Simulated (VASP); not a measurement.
# Ir (Fm-3m) in VASP: single point with PBE

Aim: the single point of Ir with PBE.

All numbers are computed with VASP 6.6.1; they aren't measurements. Logs are shortened: lines on timing, memory, paths and dates and some standing lists are left out, and cuts for length are marked.

### 1 The cell of the first run

It takes space group Fm-3m (No. 225, cubic). The conventional cell has a = 3.804 Å, b = 3.804 Å, c = 3.804 Å, α = 90.00°, β = 90.00°, γ = 90.00°. Within 3.5 Å of Ir (site symmetry m-3m) lie 12 Ir at 2.69 Å.

### 2 Single point, PBE

INCAR reads:

```
ALGO = Normal ; EDIFF = 1E-6
ENCUT = 500 ; GGA = PE
GGA_COMPAT = F ; ISIF = 2
ISMEAR = -1 ; LASPH = T
LCHARG = F ; LREAL = F
LWAVE = F ; NBANDS = 10
NELM = 120 ; PREC = Accurate
SIGMA = 0.5
```

KPOINTS reads:

```
k-points
0
Gamma
  2 2 2
```

POSCAR reads:

```
Ir
1.0
    0.0000000000      1.9021970528      1.9021970528
    1.9021970528      0.0000000000      1.9021970528
    1.9021970528      1.9021970528      0.0000000000
Ir
1
Direct
    0.0000000000      0.0000000000      0.0000000000
```

Potentials or basis: VASP PAW PBE potentials, release 64 (Ir).

On the command line:

```bash
> cat potpaw_PBE.64/Ir/POTCAR > POTCAR
> mpirun -np 1 vasp_std > vasp.out
```

OUTCAR:

```text
EDIFF = 1E-6
   ENCUT = 500
   GGA = PE
   ISIF = 2
   ISMEAR = -1
   LASPH = T
   LREAL = F
   NELM = 120
   PREC = Accurate

 ion  position               nearest neighbor table
   1  0.000  0.000  0.000-

  LATTYP: Found a face centered cubic cell.
 ALAT       =     3.8043941056

  Lattice vectors:

 A1 = (   0.0000000000,   1.9021970528,   1.9021970528)
 A2 = (   1.9021970528,   0.0000000000,   1.9021970528)
 A3 = (   1.9021970528,   1.9021970528,   0.0000000000)

Analysis of symmetry for initial positions (statically):
=====================================================================
 Subroutine PRICEL returns:
 Original cell was already a primitive cell.

 Routine SETGRP: Setting up the symmetry group for a
 face centered cubic supercell.

 Subroutine GETGRP returns: Found 48 space group operations
 (whereof 48 operations were pure point group operations)
 out of a pool of 48 trial point group operations.

The static configuration has the point symmetry O_h .

Analysis of symmetry for dynamics (positions and initial velocities):
=====================================================================
 Subroutine PRICEL returns:
 Original cell was already a primitive cell.

 Routine SETGRP: Setting up the symmetry group for a
 face centered cubic supercell.

 Subroutine GETGRP returns: Found 48 space group operations
 (whereof 48 operations were pure point group operations)
 out of a pool of 48 trial point group operations.

The dynamic configuration has the point symmetry O_h .

 Subroutine INISYM returns: Found 48 space group operations
 (whereof 48 operations are pure point group operations),
 and found     1 'primitive' translations

----------------------------------------------------------------------------------------

                                     Primitive cell

  volume of cell :      13.7656

  direct lattice vectors                    reciprocal lattice vectors
     0.000000000  1.902197053  1.902197053    -0.262853945  0.262853945  0.262853945
     1.902197053  0.000000000  1.902197053     0.262853945 -0.262853945  0.262853945
     1.902197053  1.902197053  0.000000000     0.262853945  0.262853945 -0.262853945

  length of vectors
     2.690112870  2.690112870  2.690112870     0.455276388  0.455276388  0.455276388

  position of ions in fractional coordinates (direct lattice)
     0.000000000  0.000000000  0.000000000

  ion indices of the primitive-cell ions
   primitive index   ion index
                 1           1

----------------------------------------------------------------------------------------

 KPOINTS: k-points

Automatic generation of k-mesh.
 Grid dimensions read from file:
 generate k-points for:    2    2    2

 Generating k-lattice:

  Cartesian coordinates                     Fractional coordinates (reciprocal lattice)
    -0.131426973  0.131426973  0.131426973     0.500000000  0.000000000  0.000000000
     0.131426973 -0.131426973  0.131426973     0.000000000  0.500000000  0.000000000
     0.131426973  0.131426973 -0.131426973     0.000000000  0.000000000  0.500000000

  Length of vectors
     0.227638194  0.227638194  0.227638194

  Shift w.r.t. Gamma in fractional coordinates (k-lattice)
     0.000000000  0.000000000  0.000000000

 Subroutine IBZKPT returns following result:
 ===========================================

 Found      3 irreducible k-points:

 Following reciprocal coordinates:
            Coordinates               Weight
  0.000000  0.000000  0.000000      1.000000
  0.500000  0.000000  0.000000      4.000000
  0.500000  0.500000  0.000000      3.000000
   k-points           NKPTS =      3   k-points in BZ     NKDIM =      3   number of bands    NBANDS=     10
   number of dos      NEDOS =    301   number of ions     NIONS =      1
   total plane-waves  NPLWV =   8000
   dimension x,y,z NGX =    20 NGY =   20 NGZ =   20
   dimension x,y,z NGXF=    40 NGYF=   40 NGZF=   40
   ions per type =               1
   NGX,Y,Z   is equivalent  to a cutoff of  12.36, 12.36, 12.36 a.u.
   NGXF,Y,Z  is equivalent  to a cutoff of  24.72, 24.72, 24.72 a.u.
 SYSTEM =  unknown system
   PREC   = accura    normal or accurate (medium, high low for compatibility)
   ISTART =      0    job   : 0-new  1-cont  2-samecut
   ICHARG =      2    charge: 1-file 2-atom 10-const
   ISPIN  =      1    spin polarized calculation?
   LNONCOLLINEAR =      F non collinear calculations
   LSORBIT =      F    spin-orbit coupling
   LASPH  =      T    aspherical Exc in radial PAW
   ENCUT  =  500.0 eV  36.75 Ry    6.06 a.u.   4.90  4.90  4.90*2*pi/ulx,y,z
   NELM   =    120;   NELMIN=  2; NELMDL= -5     # of ELM steps
   EDIFF  = 0.1E-05   stopping-criterion for ELM
   LREAL  =      F    real-space projection
   EDIFFG = 0.1E-04   stopping-criterion for IOM
   NSW    =      0    number of steps for IOM
   IBRION =     -1    ionic relax: 0-MD 1-quasi-New 2-CG
   NFREE  =      0    steps in history (QN), initial steepest desc. (CG)
   ISIF   =      2    stress and relaxation
   ISYM   =      2    0-nonsym 1-usesym 2-fastsym
   POTIM  = 0.5000    time-step for ionic-motion
   TEBEG  =    0.0;   TEEND  =   0.0 temperature during run
   PSTRESS=    0.0 pullay stress
   NELECT =       9.0000    total number of electrons
   NUPDOWN=      -1.0000    fix difference up-down
   EMIN   =  10.00;   EMAX   =-10.00  energy-range for DOS
   EFERMI =   0.00;   METHOD = LEGACY
   ISMEAR =    -1;   SIGMA  =   0.50  broadening in eV -4-tet -1-fermi 0-gaus
   EFERMI_NEDOS =   21; number of points for ismear=-14 and -15
   IALGO  =     38    algorithm
   IMIX   =      4    mixing-type and parameters
     AMIX     =   0.40;   BMIX     =  1.00
     AMIX_MAG =   1.60;   BMIX_MAG =  1.00
  volume/ion in A,a.u.               =      13.77        92.90
  Fermi-wavevector in a.u.,A,eV,Ry     =   1.420878  2.685070 27.468730  2.018895
  Thomas-Fermi vector in A             =   2.541747
   LORBIT       =      0    0 simple, 1 ext, 2 COOP (PROOUT), +10 PAW based schemes
   GGA     = PE    functional components
   LHFCALC =     F    Hartree Fock is set to
   AEXX    =    0.0000 exact exchange contribution
   IVDW    =     0    specifies the selected vdW correction
   LEPSILON=     F    determine dielectric tensor
   LRPA    =     F    only Hartree local field effects (RPA)
 non-spin polarized calculation
  energy-cutoff  :      500.00
  volume of cell :       13.77
 maximum number of plane-waves:       344
 NGX is ok and might be reduce to    20
   NGX =  9   NGY =  9   NGZ =  9

 number of electron       9.0000001 magnetization

 Free energy of the ion-electron system (eV)
  ---------------------------------------------------
  ext. energy  EPLUGINS =         0.00000000
  ---------------------------------------------------
  free energy    TOTEN  =        -5.00092773 eV

  energy without entropy =       -3.34390521  energy(sigma->0) =       -4.17241647

 E-fermi :  12.0713     XC(G=0): -14.1567

 val. band max:       12.0238645640   @ k =   0.5000   0.5000   0.0000
 cond. band min:      12.5850029908   @ k =   0.5000   0.5000   0.0000
 fundamental gap:      0.5611384268
 Fermi energy:        12.0713366598

 k-point     1 :       0.0000    0.0000    0.0000
  band No.  band energies     occupation
      1      -0.5098      2.00000
      2       6.9372      1.99993
      3       6.9372      1.99993
      4       6.9372      1.99993
      5       9.8358      1.97739
      6       9.8358      1.97739
      7      25.0207      0.00000
      8      30.9617      0.00000
      9      30.9617      0.00000
     10      30.9617      0.00000

 k-point     2 :       0.5000    0.0000    0.0000
  band No.  band energies     occupation
      1       2.5262      2.00000
      2       6.8577      1.99994
      3       6.8577      1.99994
      4      10.1092      1.96125
      5      12.0189      1.05241
      6      12.0189      1.05241
      7      18.5757      0.00000
      8      24.6738      0.00000
      9      30.9102      0.00000
     10      30.9102      0.00000

 k-point     3 :       0.5000    0.5000    0.0000
  band No.  band energies     occupation
      1       2.7727      2.00000
      2       3.2907      2.00000
      3      12.0239      1.04744
      4      12.5850      0.52720
      5      12.6079      0.50961
      6      12.6079      0.50961
      7      21.9251      0.00000
      8      22.7698      0.00000
      9      22.7698      0.00000
     10      32.6336      0.00000

------------------------ aborting loop because EDIFF is reached ----------------------------------------

  FORCE on cell =-STRESS in cart. coord.  units (eV):
  Direction    XX          YY          ZZ          XY          YZ          ZX
  --------------------------------------------------------------------------------------
  -------------------------------------------------------------------------------------
  Total        9.0620427      9.0620427      9.0620427     -0.0000000     -0.0000000     -0.0000000
  in kB     1054.7272718   1054.7272718   1054.7272718     -0.0000000     -0.0000000     -0.0000000
  external PRESSURE =    1054.7272718 kB  Pullay stress =       0.0000000 kB

 VOLUME and BASIS-vectors are now :
 -----------------------------------------------------------------------------
  energy-cutoff  :      500.00
  volume of cell :       13.77
      direct lattice vectors                 reciprocal lattice vectors
     0.000000000  1.902197053  1.902197053    -0.262853945  0.262853945  0.262853945
     1.902197053  0.000000000  1.902197053     0.262853945 -0.262853945  0.262853945
     1.902197053  1.902197053  0.000000000     0.262853945  0.262853945 -0.262853945

 POSITION                                       TOTAL-FORCE (eV/Angst)
 -----------------------------------------------------------------------------------
      0.00000      0.00000      0.00000         0.000000      0.000000      0.000000
 -----------------------------------------------------------------------------------
    total drift:                                0.000000      0.000000      0.000000

  FREE ENERGIE OF THE ION-ELECTRON SYSTEM (eV)
  ---------------------------------------------------
  free  energy   TOTEN  =        -5.0009277263 eV

  energy  without entropy=       -3.3439052080  energy(sigma->0) =       -4.17241647
```

Wall time 3.7 s (1 thread of Intel Xeon 8259CL, shared host); peak memory 0.12 GiB.

What came out:

- Free energy: -5.0009 eV
- Pressure: 105.5 GPa

Caveat: the k points lie up to 1.43 Å⁻¹ apart; spin-orbit coupling is left out, which moves the levels of the heavy elements.
